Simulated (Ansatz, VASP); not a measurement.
RbSr in VASP and in Ansatz

```
Rb Sr
1.0
     0.00000    4.30904    4.30904
     4.30904    0.00000    4.30904
     4.30904    4.30904    0.00000
Rb Sr
1 1
Cartesian
  0.0000 0.0000 0.0000
  4.3090 4.3090 4.3090
```

Alike in both runs: functional PBE; k mesh 12 × 12 × 12; occupations gaussian, width 0.1 eV; no spin polarisation.

Ansatz relaxed the structure, and its values are those at the end. VASP's run is a single point on that final structure, the one shown.

|  | VASP | Ansatz |
| --- | --- | --- |
| version | VASP 6.6.1 | Ansatz 0.2.0 |
| potentials or method | VASP PAW PBE potentials, release 64 (Rb_sv, Sr_sv), cutoff 520 eV | scalar-relativistic, plane waves, PAW |
| valence electrons in the cell | 19 | 19 |

|  | VASP | Ansatz | Ansatz less VASP |
| --- | --- | --- | --- |
| gap on the k mesh at the Fermi level (eV) | none | none | - |
| pressure (GPa) | 0.0 | 0.0 | 0.00 |

A gap of «none» marks a metal or a gap that the smearing closes. With one functional, cell and mesh, what is left measures potentials, basis and numerics.
